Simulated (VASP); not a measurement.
# Al in VASP: single point with PBE

Aim: the single point of Al with PBE.

Everything below comes from runs of VASP 6.6.1. Logs are shortened: lines on timing, memory, paths and dates and some standing lists are left out, and cuts for length are marked.

## Step 1: The cell of the first run

The typed cell holds 8 atoms: a = 5.714 Å, b = 5.714 Å, c = 5.714 Å, α = 60.00°, β = 60.00°, γ = 60.00°.

## Step 2: Single point, PBE

Contents of INCAR:

```
PREC = Accurate
ENCUT = 520
EDIFF = 1E-7
ISMEAR = 0
SIGMA = 0.15
LREAL = False
LASPH = True
NELM = 60
ALGO = Fast
ISIF = 2
LWAVE = False
LCHARG = False
GGA = PE
NBANDS = 22
```

Contents of KPOINTS:

```
regular mesh
0
Gamma
  8 8 8
```

Contents of POSCAR:

```
Al
1.0
    0.0000000000      4.0406222370     -4.0406222370
    4.0406222370      4.0406222370      0.0000000000
    4.0406222370      0.0000000000     -4.0406222370
Al
8
Direct
    0.5000110671      0.0000469143      0.4999842150
    0.4998972468      0.5004091016      0.5000730179
   -0.0001512560      0.0000832865      0.4999361839
    0.0001189645      0.4998889666      0.5000176248
    0.4999987179      0.0000322048     -0.0001350049
    0.5000768069      0.4998618725      0.0001390756
    0.0000642563     -0.0002320320     -0.0000419357
   -0.0000158032      0.4999096860      0.0000268236
```

Potentials or basis: VASP PAW PBE potentials, release 64 (Al).

On the command line:

```
> cat potpaw_PBE.64/Al/POTCAR > POTCAR
> mpirun -np 1 vasp_std > vasp.out
```

OUTCAR:

```text
PREC = Accurate
   ENCUT = 520
   EDIFF = 1E-7
   ISMEAR = 0
   LREAL = False
   LASPH = True
   NELM = 60
   ISIF = 2
   GGA = PE

 ion  position               nearest neighbor table
   1  0.500  0.000  0.500-   2 2.86   6 2.86   3 2.86   4 2.86   5 2.86   7 2.86   7 2.86   5 2.86
                             4 2.86   3 2.86   6 2.86   2 2.86
   2  0.500  0.500  0.500-   1 2.86   3 2.86   6 2.86   5 2.86   8 2.86   4 2.86   4 2.86   8 2.86
                             5 2.86   6 2.86   3 2.86   1 2.86
   3  1.000  0.000  0.500-   1 2.86   2 2.86   8 2.86   5 2.86   7 2.86   4 2.86   4 2.86   7 2.86
                             5 2.86   8 2.86   2 2.86   1 2.86
   4  0.000  0.500  0.500-   1 2.86   6 2.86   2 2.86   8 2.86   7 2.86   3 2.86   3 2.86   7 2.86
                             8 2.86   2 2.86   6 2.86   1 2.86
   5  0.500  0.000  1.000-   1 2.86   3 2.86   2 2.86   8 2.86   7 2.86   6 2.86   6 2.86   7 2.86
                             8 2.86   2 2.86   3 2.86   1 2.86
   6  0.500  0.500  0.000-   1 2.86   8 2.86   2 2.86   4 2.86   7 2.86   5 2.86   5 2.86   7 2.86
                             4 2.86   2 2.86   8 2.86   1 2.86
   7  0.000  1.000  1.000-   8 2.86   6 2.86   1 2.86   4 2.86   3 2.86   5 2.86   5 2.86   3 2.86
                             4 2.86   1 2.86   6 2.86   8 2.86
   8  1.000  0.500  0.000-   7 2.86   3 2.86   6 2.86   2 2.86   5 2.86   4 2.86   4 2.86   5 2.86
                             2 2.86   6 2.86   3 2.86   7 2.86

  LATTYP: Found a face centered cubic cell.
 ALAT       =     8.0812444740

  Lattice vectors:

 A1 = (   0.0000000000,   4.0406222370,  -4.0406222370)
 A2 = (   4.0406222370,   4.0406222370,   0.0000000000)
 A3 = (   4.0406222370,   0.0000000000,  -4.0406222370)

Analysis of symmetry for initial positions (statically):
=====================================================================
 Subroutine PRICEL returns:
 Original cell was already a primitive cell.

 Routine SETGRP: Setting up the symmetry group for a
 face centered cubic supercell.

 Subroutine GETGRP returns: Found  1 space group operations
 (whereof  1 operations were pure point group operations)
 out of a pool of 48 trial point group operations.

The static configuration has the point symmetry C_1 .

Analysis of symmetry for dynamics (positions and initial velocities):
=====================================================================
 Subroutine PRICEL returns:
 Original cell was already a primitive cell.

 Routine SETGRP: Setting up the symmetry group for a
 face centered cubic supercell.

 Subroutine GETGRP returns: Found  1 space group operations
 (whereof  1 operations were pure point group operations)
 out of a pool of 48 trial point group operations.

The dynamic configuration has the point symmetry C_1 .

 Subroutine INISYM returns: Found  1 space group operations
 (whereof  1 operations are pure point group operations),
 and found     1 'primitive' translations

----------------------------------------------------------------------------------------

                                     Primitive cell

  volume of cell :     131.9395

  direct lattice vectors                    reciprocal lattice vectors
     0.000000000  4.040622237 -4.040622237    -0.123743317  0.123743317 -0.123743317
     4.040622237  4.040622237  0.000000000     0.123743317  0.123743317  0.123743317
     4.040622237  0.000000000 -4.040622237     0.123743317 -0.123743317 -0.123743317

  length of vectors
     5.714302768  5.714302768  5.714302768     0.214329713  0.214329713  0.214329713

  position of ions in fractional coordinates (direct lattice)
     0.500011067  0.000046914  0.499984215
     0.499897247  0.500409102  0.500073018
     0.999848744  0.000083287  0.499936184
     0.000118964  0.499888967  0.500017625
     0.499998718  0.000032205  0.999864995
     0.500076807  0.499861872  0.000139076
     0.000064256  0.999767968  0.999958064
     0.999984197  0.499909686  0.000026824

  ion indices of the primitive-cell ions
   primitive index   ion index
                 1           1
                 2           2
                 3           3
                 4           4
                 5           5
                 6           6
                 7           7
                 8           8

----------------------------------------------------------------------------------------

 KPOINTS: regular mesh

Automatic generation of k-mesh.
 Grid dimensions read from file:
 generate k-points for:    8    8    8

 Generating k-lattice:

  Cartesian coordinates                     Fractional coordinates (reciprocal lattice)
    -0.015467915  0.015467915 -0.015467915     0.125000000  0.000000000  0.000000000
     0.015467915  0.015467915  0.015467915     0.000000000  0.125000000  0.000000000
     0.015467915 -0.015467915 -0.015467915     0.000000000  0.000000000  0.125000000

  Length of vectors
     0.026791214  0.026791214  0.026791214

  Shift w.r.t. Gamma in fractional coordinates (k-lattice)
     0.000000000  0.000000000  0.000000000

 Subroutine IBZKPT returns following result:
 ===========================================

 Found    260 irreducible k-points:

 Following reciprocal coordinates:
            Coordinates               Weight
  0.000000  0.000000  0.000000      1.000000
  0.125000  0.000000  0.000000      2.000000
  0.000000  0.125000  0.000000      2.000000
  0.000000  0.000000  0.125000      2.000000
  0.125000  0.125000  0.125000      2.000000
  0.250000  0.000000  0.000000      2.000000
[... 16 lines left out ...]
  0.125000  0.000000  0.250000      2.000000
  0.125000  0.125000 -0.125000      2.000000
 [... further k-points ...]
   k-points           NKPTS =    260   k-points in BZ     NKDIM =    260   number of bands    NBANDS=     22
   number of dos      NEDOS =    301   number of ions     NIONS =      8
   total plane-waves  NPLWV =  74088
   dimension x,y,z NGX =    42 NGY =   42 NGZ =   42
   dimension x,y,z NGXF=    84 NGYF=   84 NGZF=   84
   ions per type =               8
   NGX,Y,Z   is equivalent  to a cutoff of  12.22, 12.22, 12.22 a.u.
   NGXF,Y,Z  is equivalent  to a cutoff of  24.44, 24.44, 24.44 a.u.
 SYSTEM =  unknown system
   PREC   = accura    normal or accurate (medium, high low for compatibility)
   ISTART =      0    job   : 0-new  1-cont  2-samecut
   ICHARG =      2    charge: 1-file 2-atom 10-const
   ISPIN  =      1    spin polarized calculation?
   LNONCOLLINEAR =      F non collinear calculations
   LSORBIT =      F    spin-orbit coupling
   LASPH  =      T    aspherical Exc in radial PAW
   ENCUT  =  520.0 eV  38.22 Ry    6.18 a.u.  10.62 10.62 10.62*2*pi/ulx,y,z
   NELM   =     60;   NELMIN=  2; NELMDL= -5     # of ELM steps
   EDIFF  = 0.1E-06   stopping-criterion for ELM
   LREAL  =      F    real-space projection
   EDIFFG = 0.1E-05   stopping-criterion for IOM
   NSW    =      0    number of steps for IOM
   IBRION =     -1    ionic relax: 0-MD 1-quasi-New 2-CG
   NFREE  =      0    steps in history (QN), initial steepest desc. (CG)
   ISIF   =      2    stress and relaxation
   ISYM   =      2    0-nonsym 1-usesym 2-fastsym
   POTIM  = 0.5000    time-step for ionic-motion
   TEBEG  =    0.0;   TEEND  =   0.0 temperature during run
   PSTRESS=    0.0 pullay stress
   NELECT =      24.0000    total number of electrons
   NUPDOWN=      -1.0000    fix difference up-down
   EMIN   =  10.00;   EMAX   =-10.00  energy-range for DOS
   EFERMI =   0.00;   METHOD = LEGACY
   ISMEAR =     0;   SIGMA  =   0.15  broadening in eV -4-tet -1-fermi 0-gaus
   EFERMI_NEDOS =   21; number of points for ismear=-14 and -15
   IALGO  =     68    algorithm
   IMIX   =      4    mixing-type and parameters
     AMIX     =   0.40;   BMIX     =  1.00
     AMIX_MAG =   1.60;   BMIX_MAG =  1.00
  volume/ion in A,a.u.               =      16.49       111.30
  Fermi-wavevector in a.u.,A,eV,Ry     =   0.927585  1.752881 11.706639  0.860414
  Thomas-Fermi vector in A             =   2.053670
   LORBIT       =      0    0 simple, 1 ext, 2 COOP (PROOUT), +10 PAW based schemes
   GGA     = PE    functional components
   LHFCALC =     F    Hartree Fock is set to
   AEXX    =    0.0000 exact exchange contribution
   IVDW    =     0    specifies the selected vdW correction
   LEPSILON=     F    determine dielectric tensor
   LRPA    =     F    only Hartree local field effects (RPA)
 non-spin polarized calculation
 RMM-DIIS sequential band-by-band and
 Gauss-broadening in eV      SIGMA  =   0.15
  energy-cutoff  :      520.00
  volume of cell :      131.94
 maximum number of plane-waves:      3584
   NGX = 21   NGY = 21   NGZ = 21

 number of electron      24.0000001 magnetization

 Free energy of the ion-electron system (eV)
  ---------------------------------------------------
  ext. energy  EPLUGINS =         0.00000000
  ---------------------------------------------------
  free energy    TOTEN  =       -30.02415270 eV

  energy without entropy =      -29.99732725  energy(sigma->0) =      -30.01073997

 E-fermi :   8.0433     XC(G=0): -10.1984

 val. band max:        8.0081995353   @ k =   0.2500   0.5000  -0.3750
 cond. band min:       8.1229107407   @ k =   0.0000   0.1250   0.1250
 fundamental gap:      0.1147112054
 Fermi energy:         8.0433042198

 k-point     1 :       0.0000    0.0000    0.0000
  band No.  band energies     occupation
      1      -3.1328      2.00000
      2       3.4100      2.00000
      3       3.4101      2.00000
      4       3.4101      2.00000
      5       3.4101      2.00000
      6       3.6244      2.00000
[... 14 lines left out ...]
     21      13.6014      0.00000
     22      13.6014      0.00000

 k-point     2 :       0.1250    0.0000    0.0000
  band No.  band energies     occupation
      1      -3.0266      2.00000
      2       1.9811      2.00000
      3       3.0639      2.00000
      4       3.0646      2.00000
      5       3.0652      2.00000
      6       4.1696      2.00000
[... 14 lines left out ...]
     21      13.6920      0.00000
     22      14.6131      0.00000

 k-point     3 :       0.0000    0.1250    0.0000
  band No.  band energies     occupation
      1      -3.0266      2.00000
      2       1.9811      2.00000
      3       3.0641      2.00000
      4       3.0646      2.00000
      5       3.0650      2.00000
      6       4.1698      2.00000
[... 14 lines left out ...]
     21      13.6920      0.00000
     22      14.6132      0.00000

 k-point     4 :       0.0000    0.0000    0.1250
  band No.  band energies     occupation
      1      -3.0266      2.00000
      2       1.9811      2.00000
      3       3.0639      2.00000
      4       3.0646      2.00000
      5       3.0652      2.00000
      6       4.1696      2.00000
[... 14 lines left out ...]
     21      13.6920      0.00000
     22      14.6132      0.00000

 k-point     5 :       0.1250    0.1250    0.1250
  band No.  band energies     occupation
      1      -3.0266      2.00000
      2       1.9811      2.00000
      3       3.0641      2.00000
      4       3.0646      2.00000
      5       3.0651      2.00000
      6       4.1698      2.00000
[... 417 lines left out ...]
 k-point    22 :       0.0000    0.2500    0.1250
  band No.  band energies     occupation
      1      -2.7437      2.00000
      2       1.1587      2.00000
      3       2.2531      2.00000
      4       2.2537      2.00000
      5       2.7824      2.00000
      6       3.3339      2.00000
[... 14 lines left out ...]
     21      13.9326      0.00000
     22      14.8778      0.00000

 k-point    23 :       0.1250    0.0000    0.2500
  band No.  band energies     occupation
      1      -2.7437      2.00000
      2       1.1587      2.00000
      3       2.2530      2.00000
      4       2.2539      2.00000
      5       2.7824      2.00000
      6       3.3339      2.00000
[... 14 lines left out ...]
     21      13.9326      0.00000
     22      14.8779      0.00000

 k-point    24 :       0.1250    0.1250   -0.1250
  band No.  band energies     occupation
      1      -2.7437      2.00000
      2       1.1587      2.00000
      3       2.2530      2.00000
      4       2.2538      2.00000
      5       2.7824      2.00000
      6       3.3339      2.00000
[... 14 lines left out ...]
     21      13.9326      0.00000
     22      14.8830      0.00000

 [... further k-points ...]

------------------------ aborting loop because EDIFF is reached ----------------------------------------

  FORCE on cell =-STRESS in cart. coord.  units (eV):
  Direction    XX          YY          ZZ          XY          YZ          ZX
  --------------------------------------------------------------------------------------
  -------------------------------------------------------------------------------------
  Total       -0.0429044     -0.0428800     -0.0429064      0.0000296      0.0000007     -0.0000002
  in kB       -0.5210001     -0.5207040     -0.5210238      0.0003590      0.0000090     -0.0000021
  external PRESSURE =      -0.5209093 kB  Pullay stress =       0.0000000 kB

 VOLUME and BASIS-vectors are now :
 -----------------------------------------------------------------------------
  energy-cutoff  :      520.00
  volume of cell :      131.94
      direct lattice vectors                 reciprocal lattice vectors
     0.000000000  4.040622237 -4.040622237    -0.123743317  0.123743317 -0.123743317
     4.040622237  4.040622237  0.000000000     0.123743317  0.123743317  0.123743317
     4.040622237  0.000000000 -4.040622237     0.123743317 -0.123743317 -0.123743317

 POSITION                                       TOTAL-FORCE (eV/Angst)
 -----------------------------------------------------------------------------------
      2.02044      2.02055     -4.04060         0.000556      0.000695     -0.000018
      4.04257      4.04186     -4.04050        -0.005468     -0.003534     -0.000322
      2.02039      4.04035     -6.06006        -0.000090      0.000960     -0.000745
      4.04024      2.02034     -2.02086         0.001392     -0.000207      0.000464
      4.04021      2.02044     -6.06038         0.001467     -0.000267     -0.000445
      2.02031      4.04037     -2.02118        -0.000065      0.000905      0.000772
      8.08014      4.03994     -4.04071         0.002109      0.001280      0.000193
      2.02005      6.06050     -4.04067         0.000100      0.000168      0.000100
 -----------------------------------------------------------------------------------
    total drift:                                0.000000     -0.000000      0.000000

  FREE ENERGIE OF THE ION-ELECTRON SYSTEM (eV)
  ---------------------------------------------------
  free  energy   TOTEN  =       -30.0241526987 eV

  energy  without entropy=      -29.9973272459  energy(sigma->0) =      -30.01073997
```

It took 14 min on 1 thread of Oxide Virtual Turin-like, shared host; peak memory 0.58 GiB.

What came out:

```
Free energy            : -30.0242 eV
Pressure               : -0.1 GPa
Largest force          : 0.007 eV/Å
Band gap on the k mesh : zero (bands 12 and 13 overlap by 2.50 eV)
```

Forces in eV/Å, atoms in the order of the input:
```
Al   0.001  0.001  0.000
Al  -0.005 -0.004  0.000
Al   0.000  0.001 -0.001
Al   0.001  0.000  0.000
Al   0.001  0.000  0.000
Al   0.000  0.001  0.001
Al   0.002  0.001  0.000
Al   0.000  0.000  0.000
```

The gap in the log of VASP goes by the Fermi energy; the results here count the filled bands.